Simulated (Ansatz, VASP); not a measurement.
**Two plane-wave programs on Sc3Ge5**

INCAR

```
PREC = Accurate
ENCUT = 520
EDIFF = 1E-7
ISMEAR = 0
SIGMA = 0.1
LREAL = False
LASPH = True
NELM = 100
ALGO = Normal
ISIF = 2
LWAVE = False
LCHARG = True
GGA = PE
LELF = True
LVHAR = True
NBANDS = 62
```

Contents of KPOINTS:

```
Automatic mesh
0
Gamma
  4 4 4
```

The input POSCAR:

```
Sc3Ge5
1.0
   -3.3225569900      3.3225569900      3.3225569900
    3.3225569900     -3.3225569900      3.3225569900
    3.3225569900      3.3225569900     -3.3225569900
Sc Ge
3 5
Direct
    0.0000000000      0.5000000000      0.5000000000
    0.5000000000      0.5000000000      0.0000000000
    0.5000000000      0.0000000000      0.5000000000
    0.0000000000      0.0000000000      0.0000000000
    0.0000000000      0.0000000000      0.5000000000
    0.0000000000      0.5000000000      0.0000000000
    0.5000000000      0.0000000000      0.0000000000
    0.5000000000      0.5000000000      0.5000000000
```

Input for Ansatz:

```yaml
crystal:
  lattice:
    - [-3.32255699, 3.32255699, 3.32255699]
    - [3.32255699, -3.32255699, 3.32255699]
    - [3.32255699, 3.32255699, -3.32255699]
  atoms:
    - { symbol: Sc, position: [0.0, 0.5, 0.5] }
    - { symbol: Sc, position: [0.5, 0.5, 0.0] }
    - { symbol: Sc, position: [0.5, 0.0, 0.5] }
    - { symbol: Ge, position: [0.0, 0.0, 0.0] }
    - { symbol: Ge, position: [0.0, 0.0, 0.5] }
    - { symbol: Ge, position: [0.0, 0.5, 0.0] }
    - { symbol: Ge, position: [0.5, 0.0, 0.0] }
    - { symbol: Ge, position: [0.5, 0.5, 0.5] }
basis:
  ecutwfc: 420
kpoints:
  mp_grid: { grid: [4, 4, 4] }
hamiltonian:
  xc: pbe
scf:
  occupations: { method: gaussian, width: 0.1 }
  lower_state_search: "off"
output:
  forces: true
  stress: true
  eigenvalues: true
```

Change from the starting cell: species swapped into the Fe5Co3 type (Im-3m, No. 229).

Alike in both runs: task single point; functional PBE; k mesh 4 × 4 × 4; occupations gaussian, width 0.1 eV; no spin polarisation.

|  | VASP | Ansatz |
| --- | --- | --- |
| version | VASP 6.6.1 | Ansatz 0.2.0 |
| potentials or method | VASP PAW PBE potentials, release 64 (Sc_sv, Ge_d), cutoff 520 eV | scalar-relativistic, plane waves, PAW |
| valence electrons in the cell | 103 | 103 |

```tsv
	VASP	Ansatz	Ansatz less VASP
gap on the k mesh at the Fermi level (eV)	none	none	-
pressure (GPa)	2.9	2.7	-0.18
```

A gap of «none» marks a metal or a gap that the smearing closes.
